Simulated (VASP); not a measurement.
A run of VASP 6.6.1 is set up as follows.

File INCAR:

```
ALGO = Normal ; EDIFF = 1E-6
ENCUT = 600 ; GGA = PE
GGA_COMPAT = False ; ISIF = 2
ISMEAR = 0 ; LASPH = True
LCHARG = True ; LELF = True
LMAXMIX = 6 ; LREAL = False
LVHAR = True ; LWAVE = False
NBANDS = 33 ; NELM = 200
PREC = Accurate ; SIGMA = 0.02
```

The input KPOINTS:

```
k-points
0
Gamma
  6 6 4
```

File POSCAR:

```
CsSmF4
1.0
    3.9969566332      0.0000000000      0.0000000000
    0.0000000000      3.9969566332      0.0000000000
    0.0000000000      0.0000000000      7.0557451304
Cs Sm F
1 1 4
Direct
    0.5000000000      0.5000000000      0.5000000000
    0.0000000000      0.0000000000      0.0000000000
    0.5000000000      0.0000000000      0.8171385513
    0.0000000000      0.5000000000      0.1828614487
    0.5000000000      0.0000000000      0.1828614487
    0.0000000000      0.5000000000      0.8171385513
```

Potentials or basis: VASP PAW PBE potentials, release 64 (Cs_sv, Sm_3, F), 4f in core.

Launch:

```bash
$ cat potpaw_PBE.64/Cs_sv/POTCAR potpaw_PBE.64/Sm_3/POTCAR potpaw_PBE.64/F/POTCAR > POTCAR
$ mpirun -np 1 vasp_std > vasp.out
```

(1) What does it give for the band gap on the k mesh?

(2) Estimate the pressure.

(3) Predict the largest force.

## Answers

(1) 5.71 eV (least direct gap 5.83 eV).

(2) 0.3 GPa.

(3) 0.053 eV/Å.

Caveat: spin-orbit coupling is left out, which moves the levels of the heavy elements; the 4f electrons are frozen in the core, so they carry no moment and show no levels.
